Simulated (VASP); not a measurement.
Input of a VASP 6.6.1 run:

The input INCAR:

```
ALGO = Normal
EDIFF = 1E-6
ENCUT = 520
GGA = PE
ISIF = 2
ISMEAR = 1
LASPH = T
LCHARG = F
LREAL = F
LWAVE = F
NBANDS = 19
NELM = 80
PREC = Accurate
SIGMA = 0.1
```

Contents of KPOINTS:

```
k-points
0
Gamma
  8 8 8
```

Contents of POSCAR:

```
Mg3ZnC
1.0
    4.4069300000      0.0000000000      0.0000000000
    0.0000000000      4.4069300000      0.0000000000
    0.0000000000      0.0000000000      4.6272765000
Mg Zn C
3 1 1
Direct
    0.0000000000      0.5000000000      0.5000000000
    0.5000000000      0.5000000000      0.0000000000
    0.5000000000      0.0000000000      0.5000000000
    0.0000000000      0.0000000000      0.0000000000
    0.5000000000      0.5000000000      0.5000000000
```

Potentials or basis: VASP PAW PBE potentials, release 64 (Mg, Zn, C).

Command:

```sh
$ cat potpaw_PBE.64/Mg/POTCAR potpaw_PBE.64/Zn/POTCAR potpaw_PBE.64/C/POTCAR > POTCAR
$ mpirun -np 1 vasp_std > vasp.out
```

Estimate the band gap on the k mesh.

zero (bands 11 and 12 overlap by 2.93 eV).

Predict the pressure.

-2.9 GPa.

Stress tensor (GPa, compression positive):
```
-1.83  0.00  0.00
 0.00 -1.83  0.00
 0.00  0.00 -4.93
```
